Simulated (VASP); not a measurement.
# Cu in VASP: notebook

Cu is run at these levels: PBE; tasks: single point.

Program: VASP 6.6.1. These are calculated values, not measurements. Logs are shortened: lines on timing, memory, paths and dates and some standing lists are left out, and cuts for length are marked.

### Step 1. The cell of the first run

The cell holds a slab with vacuum, 9 atoms: a = 2.567 Å, b = 3.630 Å, c = 25.266 Å, α = 90.00°, β = 90.00°, γ = 90.00°.

### Step 2. Single point, PBE

INCAR reads:

```
SYSTEM = Cu
PREC = Accurate ; ENCUT = 520
EDIFF = 1E-6 ; ISMEAR = 0
SIGMA = 0.1 ; LREAL = .FALSE.
LASPH = .TRUE. ; NELM = 100
ALGO = Normal ; ISIF = 2
LWAVE = .FALSE. ; LCHARG = .FALSE.
LDIPOL = .TRUE. ; IDIPOL = 3
DIPOL = 0.5 0.5 0.500 ; GGA = PE
NBANDS = 60
```

KPOINTS reads:

```
regular mesh
0
G
  13 10 1
  0 0 0
```

POSCAR reads:

```
Cu
1.0
    2.5666196055      0.0000000000      0.0000000000
    0.0000000000      3.6297482556      0.0000000000
    0.0000000000      0.0000000000     25.2664784220
Cu
9
Direct
    0.5000000000      0.5000000000      0.2968359846
    0.0000000000      0.0000000000      0.3476269885
    0.5000000000      0.5000000000      0.3984179923
    0.0000000000      0.0000000000      0.4492089962
    0.5000000000      0.5000000000      0.5000000000
    0.0000000000      0.0000000000      0.5507910038
    0.5000000000      0.5000000000      0.6015820077
    0.0000000000      0.0000000000      0.6523730115
    0.5000000000      0.5000000000      0.7031640154
```

Potentials or basis: VASP PAW PBE potentials, release 64 (Cu).

Command:

```bash
$ cat potpaw_PBE.64/Cu/POTCAR > POTCAR
$ mpirun -np 1 vasp_std > vasp.out
```

OUTCAR:

```text
SYSTEM = Cu
   PREC = Accurate
   ENCUT = 520
   EDIFF = 1E-6
   ISMEAR = 0
   LREAL = .FALSE.
   LASPH = .TRUE.
   NELM = 100
   ISIF = 2
   GGA = PE

 ion  position               nearest neighbor table
   1  0.500  0.500  0.297-   3 2.57   2 2.57   2 2.57   2 2.57   2 2.57
   2  0.000  0.000  0.348-   3 2.57   3 2.57   3 2.57   3 2.57   4 2.57   1 2.57   1 2.57   1 2.57
                             1 2.57
   3  0.500  0.500  0.398-   2 2.57   2 2.57   2 2.57   2 2.57   1 2.57   5 2.57   4 2.57   4 2.57
                             4 2.57   4 2.57
   4  0.000  0.000  0.449-   6 2.57   5 2.57   5 2.57   5 2.57   5 2.57   2 2.57   3 2.57   3 2.57
                             3 2.57   3 2.57
   5  0.500  0.500  0.500-   4 2.57   6 2.57   4 2.57   6 2.57   4 2.57   6 2.57   4 2.57   6 2.57
                             3 2.57   7 2.57
   6  0.000  0.000  0.551-   4 2.57   5 2.57   5 2.57   5 2.57   5 2.57   8 2.57   7 2.57   7 2.57
                             7 2.57   7 2.57
   7  0.500  0.500  0.602-   8 2.57   8 2.57   8 2.57   8 2.57   9 2.57   5 2.57   6 2.57   6 2.57
                             6 2.57   6 2.57
   8  0.000  0.000  0.652-   7 2.57   7 2.57   7 2.57   7 2.57   6 2.57   9 2.57   9 2.57   9 2.57
                             9 2.57
   9  0.500  0.500  0.703-   7 2.57   8 2.57   8 2.57   8 2.57   8 2.57

  LATTYP: Found a simple orthorhombic cell.
 ALAT       =     2.5666196055
 B/A-ratio  =     1.4142135624
 C/A-ratio  =     9.8442630018

  Lattice vectors:

 A1 = (   2.5666196055,   0.0000000000,   0.0000000000)
 A2 = (   0.0000000000,   3.6297482556,   0.0000000000)
 A3 = (   0.0000000000,   0.0000000000,  25.2664784220)

Analysis of symmetry for initial positions (statically):
=====================================================================
 Subroutine PRICEL returns:
 Original cell was already a primitive cell.

 Routine SETGRP: Setting up the symmetry group for a
 simple orthorhombic supercell.

 Subroutine GETGRP returns: Found  8 space group operations
 (whereof  8 operations were pure point group operations)
 out of a pool of  8 trial point group operations.

The static configuration has the point symmetry D_2h.

Analysis of symmetry for dynamics (positions and initial velocities):
=====================================================================
 Subroutine PRICEL returns:
 Original cell was already a primitive cell.

 Routine SETGRP: Setting up the symmetry group for a
 simple orthorhombic supercell.

 Subroutine GETGRP returns: Found  8 space group operations
 (whereof  8 operations were pure point group operations)
 out of a pool of  8 trial point group operations.

The dynamic configuration has the point symmetry D_2h.

 Subroutine INISYM returns: Found  8 space group operations
 (whereof  8 operations are pure point group operations),
 and found     1 'primitive' translations

----------------------------------------------------------------------------------------

                                     Primitive cell

  volume of cell :     235.3871

  direct lattice vectors                    reciprocal lattice vectors
     2.566619606  0.000000000  0.000000000     0.389617533  0.000000000  0.000000000
     0.000000000  3.629748256  0.000000000     0.000000000  0.275501200  0.000000000
     0.000000000  0.000000000 25.266478422     0.000000000  0.000000000  0.039578131

  length of vectors
     2.566619606  3.629748256 25.266478422     0.389617533  0.275501200  0.039578131

  position of ions in fractional coordinates (direct lattice)
     0.500000000  0.500000000  0.296835985
     0.000000000  0.000000000  0.347626988
     0.500000000  0.500000000  0.398417992
     0.000000000  0.000000000  0.449208996
     0.500000000  0.500000000  0.500000000
     0.000000000  0.000000000  0.550791004
     0.500000000  0.500000000  0.601582008
     0.000000000  0.000000000  0.652373012
     0.500000000  0.500000000  0.703164015

  ion indices of the primitive-cell ions
   primitive index   ion index
                 1           1
                 2           2
                 3           3
                 4           4
                 5           5
                 6           6
                 7           7
                 8           8
                 9           9

----------------------------------------------------------------------------------------

 KPOINTS: regular mesh

Automatic generation of k-mesh.
 Grid dimensions read from file:
 generate k-points for:   13   10    1

 Generating k-lattice:

  Cartesian coordinates                     Fractional coordinates (reciprocal lattice)
     0.029970579  0.000000000  0.000000000     0.076923077  0.000000000  0.000000000
     0.000000000  0.027550120  0.000000000     0.000000000  0.100000000  0.000000000
     0.000000000  0.000000000  0.039578131     0.000000000  0.000000000  1.000000000

  Length of vectors
     0.029970579  0.027550120  0.039578131

  Shift w.r.t. Gamma in fractional coordinates (k-lattice)
     0.000000000  0.000000000  0.000000000

 Subroutine IBZKPT returns following result:
 ===========================================

 Found     42 irreducible k-points:

 Following reciprocal coordinates:
            Coordinates               Weight
  0.000000  0.000000  0.000000      1.000000
  0.076923  0.000000  0.000000      2.000000
  0.153846  0.000000  0.000000      2.000000
  0.230769  0.000000  0.000000      2.000000
  0.307692  0.000000  0.000000      2.000000
  0.384615  0.000000  0.000000      2.000000
[... 16 lines left out ...]
  0.076923  0.300000  0.000000      4.000000
  0.153846  0.300000  0.000000      4.000000
 [... further k-points ...]
   k-points           NKPTS =     42   k-points in BZ     NKDIM =     42   number of bands    NBANDS=     60
   number of dos      NEDOS =    301   number of ions     NIONS =      9
   total plane-waves  NPLWV = 107520
   dimension x,y,z NGX =    20 NGY =   28 NGZ =  192
   dimension x,y,z NGXF=    40 NGYF=   56 NGZF=  384
   ions per type =               9
   NGX,Y,Z   is equivalent  to a cutoff of  12.95, 12.82, 12.63 a.u.
   NGXF,Y,Z  is equivalent  to a cutoff of  25.91, 25.65, 25.27 a.u.
 SYSTEM =  Cu
   PREC   = accura    normal or accurate (medium, high low for compatibility)
   ISTART =      0    job   : 0-new  1-cont  2-samecut
   ICHARG =      2    charge: 1-file 2-atom 10-const
   ISPIN  =      1    spin polarized calculation?
   LNONCOLLINEAR =      F non collinear calculations
   LSORBIT =      F    spin-orbit coupling
   LASPH  =      T    aspherical Exc in radial PAW
   ENCUT  =  520.0 eV  38.22 Ry    6.18 a.u.   4.77  6.75 46.98*2*pi/ulx,y,z
   NELM   =    100;   NELMIN=  2; NELMDL= -5     # of ELM steps
   EDIFF  = 0.1E-05   stopping-criterion for ELM
   LREAL  =      F    real-space projection
   EDIFFG = 0.1E-04   stopping-criterion for IOM
   NSW    =      0    number of steps for IOM
   IBRION =     -1    ionic relax: 0-MD 1-quasi-New 2-CG
   NFREE  =      0    steps in history (QN), initial steepest desc. (CG)
   ISIF   =      2    stress and relaxation
   ISYM   =      2    0-nonsym 1-usesym 2-fastsym
   POTIM  = 0.5000    time-step for ionic-motion
   TEBEG  =    0.0;   TEEND  =   0.0 temperature during run
   PSTRESS=    0.0 pullay stress
   NELECT =      99.0000    total number of electrons
   NUPDOWN=      -1.0000    fix difference up-down
   EMIN   =  10.00;   EMAX   =-10.00  energy-range for DOS
   EFERMI =   0.00;   METHOD = LEGACY
   ISMEAR =     0;   SIGMA  =   0.10  broadening in eV -4-tet -1-fermi 0-gaus
   EFERMI_NEDOS =   21; number of points for ismear=-14 and -15
   IALGO  =     38    algorithm
   IMIX   =      4    mixing-type and parameters
     AMIX     =   0.40;   BMIX     =  1.00
     AMIX_MAG =   1.60;   BMIX_MAG =  1.00
  volume/ion in A,a.u.               =      26.15       176.50
  Fermi-wavevector in a.u.,A,eV,Ry     =   1.226570  2.317881 20.469609  1.504474
  Thomas-Fermi vector in A             =   2.361566
   LORBIT       =      0    0 simple, 1 ext, 2 COOP (PROOUT), +10 PAW based schemes
   GGA     = PE    functional components
   LHFCALC =     F    Hartree Fock is set to
   AEXX    =    0.0000 exact exchange contribution
   IVDW    =     0    specifies the selected vdW correction
   LEPSILON=     F    determine dielectric tensor
   LRPA    =     F    only Hartree local field effects (RPA)
 non-spin polarized calculation
 Gauss-broadening in eV      SIGMA  =   0.10
  energy-cutoff  :      520.00
  volume of cell :      235.39
 maximum number of plane-waves:      6370
 NGX is ok and might be reduce to    20
   NGX =  9   NGY = 13   NGZ = 93

 dipolmoment           0.000000      0.000000     -0.000000 electrons x Angstroem

 number of electron      98.9999903 magnetization

 dipolmoment           0.000000      0.000000      0.000000 electrons x Angstroem

 Free energy of the ion-electron system (eV)
  ---------------------------------------------------
  ext. energy  EPLUGINS =         0.00000000
  ---------------------------------------------------
  free energy    TOTEN  =       -31.74912234 eV

  energy without entropy =      -31.73555291  energy(sigma->0) =      -31.74233762

 E-fermi :   1.1078     XC(G=0):  -6.5824

 val. band max:        1.1064505266   @ k =   0.2308   0.2000   0.0000
 cond. band min:       1.1225232905   @ k =   0.0769   0.5000   0.0000
 fundamental gap:      0.0160727639
 Fermi energy:         1.1078052525

 k-point     1 :       0.0000    0.0000    0.0000
  band No.  band energies     occupation
      1      -7.9086      2.00000
      2      -7.1129      2.00000
      3      -5.9335      2.00000
      4      -4.5667      2.00000
      5      -3.6047      2.00000
      6      -3.3732      2.00000
[... 1501 lines left out ...]
     59       6.8597      0.00000
     60       7.4267      0.00000

 [... further k-points ...]

------------------------ aborting loop because EDIFF is reached ----------------------------------------

 vacuum level on the upper side and lower side of the slab       (xc-potential included)        -0.125        -0.125

  FORCE on cell =-STRESS in cart. coord.  units (eV):
  Direction    XX          YY          ZZ          XY          YZ          ZX
  --------------------------------------------------------------------------------------
  -------------------------------------------------------------------------------------
  Total       -1.8452184     -1.9292229     -1.0583857      0.0000000      0.0000000      0.0000000
  in kB      -12.5595950    -13.1313766     -7.2039690      0.0000000      0.0000000      0.0000000
  external PRESSURE =     -10.9649802 kB  Pullay stress =       0.0000000 kB

 VOLUME and BASIS-vectors are now :
 -----------------------------------------------------------------------------
  energy-cutoff  :      520.00
  volume of cell :      235.39
      direct lattice vectors                 reciprocal lattice vectors
     2.566619606  0.000000000  0.000000000     0.389617533  0.000000000  0.000000000
     0.000000000  3.629748256  0.000000000     0.000000000  0.275501200  0.000000000
     0.000000000  0.000000000 25.266478422     0.000000000  0.000000000  0.039578131

 POSITION                                       TOTAL-FORCE (eV/Angst)
 -----------------------------------------------------------------------------------
      1.28331      1.81487      7.50000         0.000000     -0.000000      0.401683
      0.00000      0.00000      8.78331         0.000000     -0.000000     -0.357939
      1.28331      1.81487     10.06662         0.000000     -0.000000     -0.072243
      0.00000      0.00000     11.34993         0.000000      0.000000      0.001804
      1.28331      1.81487     12.63324         0.000000     -0.000000      0.000000
      0.00000      0.00000     13.91655         0.000000      0.000000     -0.001804
      1.28331      1.81487     15.19986         0.000000      0.000000      0.072243
      0.00000      0.00000     16.48317         0.000000     -0.000000      0.357939
      1.28331      1.81487     17.76648         0.000000     -0.000000     -0.401683
 -----------------------------------------------------------------------------------
    total drift:                               -0.000000      0.000000      0.000000

  FREE ENERGIE OF THE ION-ELECTRON SYSTEM (eV)
  ---------------------------------------------------
  free  energy   TOTEN  =       -31.7491223377 eV

  energy  without entropy=      -31.7355529053  energy(sigma->0) =      -31.74233762

 vacuum level on the upper side and lower side of the slab         5.296         5.296
```

Wall time 8.5 min (1 thread of Intel Xeon 6975P-C (Granite Rapids), shared host); peak memory 0.56 GiB.

Results:

- Free energy: -31.7491 eV
- Largest force: 0.402 eV/Å

Forces in eV/Å, atoms in the order of the input:
```
Cu   0.000  0.000  0.402
Cu   0.000  0.000 -0.358
Cu   0.000  0.000 -0.072
Cu   0.000  0.000  0.002
Cu   0.000  0.000  0.000
Cu   0.000  0.000 -0.002
Cu   0.000  0.000  0.072
Cu   0.000  0.000  0.358
Cu   0.000  0.000 -0.402
```

Levels at points of the mesh, in eV from the Fermi level:
```csv
k point,band 48,band 49,band 50,band 51,band 52,band 53
"(0.00, 0.00, 0.00)",-1.41,-1.40,-0.98,0.18,1.82,2.01
"(0.00, 0.50, 0.00)",-1.49,-1.46,-1.46,-1.34,-1.18,-0.72
```

### Step 3. Single point, PBE

INCAR reads:

```
SYSTEM = Cu
PREC = Accurate
ENCUT = 520
EDIFF = 1E-7
ISMEAR = 0
SIGMA = 0.1
LREAL = .False.
LASPH = .True.
NELM = 80
ALGO = Normal
ISIF = 2
LWAVE = .False.
LCHARG = .True.
LDIPOL = .True.
IDIPOL = 3
DIPOL = 0.5 0.5 0.500
GGA = PE
LELF = .True.
LVHAR = .True.
LVACPOTAV = .True.
NBANDS = 60
```

KPOINTS reads:

```
Automatic mesh
0
Gamma
  13 10 1
  0 0 0
```

POSCAR reads:

```
Cu
1.0
    2.5666196055      0.0000000000      0.0000000000
    0.0000000000      3.6297482556      0.0000000000
    0.0000000000      0.0000000000     25.2664784220
Cu
9
Direct
    0.5000000000      0.5000000000      0.3005818732
    0.0000000000      0.0000000000      0.3461925348
    0.5000000000      0.5000000000      0.3988726609
    0.0000000000      0.0000000000      0.4491159055
    0.5000000000      0.5000000000      0.4999999989
    0.0000000000      0.0000000000      0.5508840928
    0.5000000000      0.5000000000      0.6011273388
    0.0000000000      0.0000000000      0.6538074668
    0.5000000000      0.5000000000      0.6994181284
```

Potentials or basis: VASP PAW PBE potentials, release 64 (Cu).

Command:

```bash
$ cat potpaw_PBE.64/Cu/POTCAR > POTCAR
$ mpirun -np 1 vasp_std > vasp.out
```

Wall time 9.9 min (1 thread of Intel Xeon 6975P-C (Granite Rapids), shared host); peak memory 0.56 GiB.

The run converged. Its results:

```yaml
Free_energy: -31.7982 eV
Largest_force: 0.031 eV/Å
```

Forces in eV/Å, atoms in the order of the input:
```
Cu   0.000  0.000 -0.031
Cu   0.000  0.000  0.000
Cu   0.000  0.000 -0.005
Cu   0.000  0.000 -0.003
Cu   0.000  0.000  0.000
Cu   0.000  0.000  0.003
Cu   0.000  0.000  0.005
Cu   0.000  0.000  0.000
Cu   0.000  0.000  0.031
```

Levels at points of the mesh, in eV from the Fermi level:
```
           k point  band 48  band 49  band 50  band 51  band 52  band 53
(0.00, 0.00, 0.00)    -1.40    -1.39    -0.94     0.23     1.98     2.02
(0.00, 0.50, 0.00)    -1.52    -1.49    -1.49    -1.37    -1.23    -0.76
```
